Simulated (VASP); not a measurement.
Write the native input for VASP 6.6.1 that does the following.

| Item | Value |
| --- | --- |
| Task | single point |
| Functional | PBE |
| Potentials or basis | VASP PAW PBE potentials, release 64 (Ta_pv) |
| Cutoff | 520 eV |
| k mesh | 21 × 21 × 10 |
| Occupations | gaussian, width 0.15 eV |
| Spin | no spin polarisation |
| Dipole correction | no |
| Further INCAR settings | ALGO = Fast; EDIFF = 1e-06; NBANDS = 18 |

The structure of Ta lies in POSCAR:

```
Ta
1.0
    2.8535836961      0.0000000000      0.0000000000
   -1.4267918481      2.4712759727      0.0000000000
    0.0000000000      0.0000000000      5.3370790476
Ta
2
Direct
    0.6666666667      0.3333333333      0.7500000000
    0.3333333333      0.6666666667      0.2500000000
```

This cell differs from its parent crystal: ratio of the length along z to the lengths across it x 1.05, volume and fractional coordinates fixed.

These files were run (other wordings do the same):

INCAR

```
SYSTEM = Ta
PREC     = Accurate       ! precision mode
ENCUT    = 520            ! plane-wave cutoff, eV
EDIFF    = 1E-6           ! SCF threshold, eV
ISMEAR   = 0              ! smearing method
SIGMA    = 0.15           ! smearing width, eV
LREAL    = .FALSE.        ! projectors in reciprocal space
LASPH    = .TRUE.         ! aspherical terms in the spheres
NELM     = 80             ! most SCF steps
ALGO     = Fast           ! electronic algorithm
ISIF     = 2              ! what is computed and relaxed
LWAVE    = .FALSE.        ! write WAVECAR
LCHARG   = .TRUE.         ! write CHGCAR
GGA      = PE             ! functional
LELF     = .TRUE.         ! ELF
LVHAR    = .TRUE.       
NBANDS   = 18             ! bands
```

KPOINTS

```
regular mesh
0
G
  21 21 10
  0 0 0
```

Potentials or basis: VASP PAW PBE potentials, release 64 (Ta_pv).

Run with:

```sh
$ cat potpaw_PBE.64/Ta_pv/POTCAR > POTCAR
$ mpirun -np 1 vasp_std > vasp.out
```

Results of the run:

* Pressure: 0.3 GPa
* Band gap on the k mesh: zero (band 11 reaches 7.10 eV, above the bottom of band 12 at 4.76 eV)

Caveat: spin-orbit coupling is left out, which moves the levels of the heavy elements.

Wall time 2.9 min on 1 thread of AMD EPYC 9R45 (Zen 5), with other jobs on the host, peak memory 0.24 GiB.
